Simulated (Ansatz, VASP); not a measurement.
## One calculation of InRuS3, two programs

File INCAR:

```
  PREC = Accurate
  ENCUT = 520
  EDIFF = 1E-6
  ISMEAR = 0
  SIGMA = 0.1
  LREAL = False
  LASPH = True
  NELM = 150
  ALGO = Normal
  ISIF = 2
  LWAVE = False
  LCHARG = True
  ISPIN = 2
  MAGMOM = 0 1 0 0 0
  LORBIT = 11
  LMAXMIX = 4
  GGA = PE
  LELF = True
  LVHAR = True
  NBANDS = 34
```

KPOINTS

```
regular mesh
0
Gamma
  4 4 4
```

POSCAR

```
InRuS3
1.0
    3.1862982200      1.8396101400      2.6016016000
   -3.1862982200      1.8396101400      2.6016016000
    0.0000000000     -3.6792202700      2.6016016000
In Ru S
1 1 3
Direct
    0.4730335000      0.4730335000      0.4730335000
    0.9730335000      0.9730335000      0.9730335000
    0.0000000000      0.5000000000      0.0000000000
    0.5000000000      0.0000000000      0.0000000000
    0.0000000000      0.0000000000      0.5000000000
```

Input for Ansatz:

```yaml
crystal:
  lattice:
    - [3.18629822, 1.83961014, 2.6016016]
    - [-3.18629822, 1.83961014, 2.6016016]
    - [0.0, -3.67922027, 2.6016016]
  atoms:
    - { symbol: In, position: [0.4730335, 0.4730335, 0.4730335] }
    - { symbol: Ru, position: [0.9730335, 0.9730335, 0.9730335], spin: 1.0 }
    - { symbol: S, position: [0.0, 0.5, 0.0] }
    - { symbol: S, position: [0.5, 0.0, 0.0] }
    - { symbol: S, position: [0.0, 0.0, 0.5] }
basis:
  ecutwfc: 420
kpoints:
  mp_grid: { grid: [4, 4, 4] }
hamiltonian:
  xc: pbe
scf:
  occupations: { method: gaussian, width: 0.1 }
  lower_state_search: "off"
output:
  forces: true
  stress: true
  eigenvalues: true
  populations: true
magnetization:
  spin_polarized: true
```

Alike in both runs: task single point; functional PBE; k mesh 4 × 4 × 4; occupations gaussian, width 0.1 eV; collinear spin.

|  | VASP | Ansatz |
| --- | --- | --- |
| version | VASP 6.6.1 | Ansatz 0.2.0 |
| potentials or method | VASP PAW PBE potentials, release 64 (In_d, Ru_pv, S), cutoff 520 eV | scalar-relativistic, plane waves, PAW |
| valence electrons in the cell | 45 | 47 |

VASP gave:

* gap on the k mesh at the Fermi level (eV): none
* pressure (GPa): 14.2
* traceless stress, the component that is largest in VASP (GPa): 0.53
* rms of the force components (eV/Å): 0.746
* net moment per atom (μB): 0.00

Question: Which values does Ansatz return?

Answer: gap on the k mesh at the Fermi level (eV): none; pressure (GPa): 14.4; traceless stress, the component that is largest in VASP (GPa): 0.49; rms of the force components (eV/Å): 0.762; net moment per atom (μB): 0.00.

Atom by atom the forces differ by 0.019 eV/Å (rms over components). A gap of «none» marks a metal or a gap that the smearing closes. VASP's potentials hold 45 valence electrons a cell and Ansatz's 47, so a difference there can come from the potentials and not from the codes. Ansatz's warnings: seeded moment not kept.
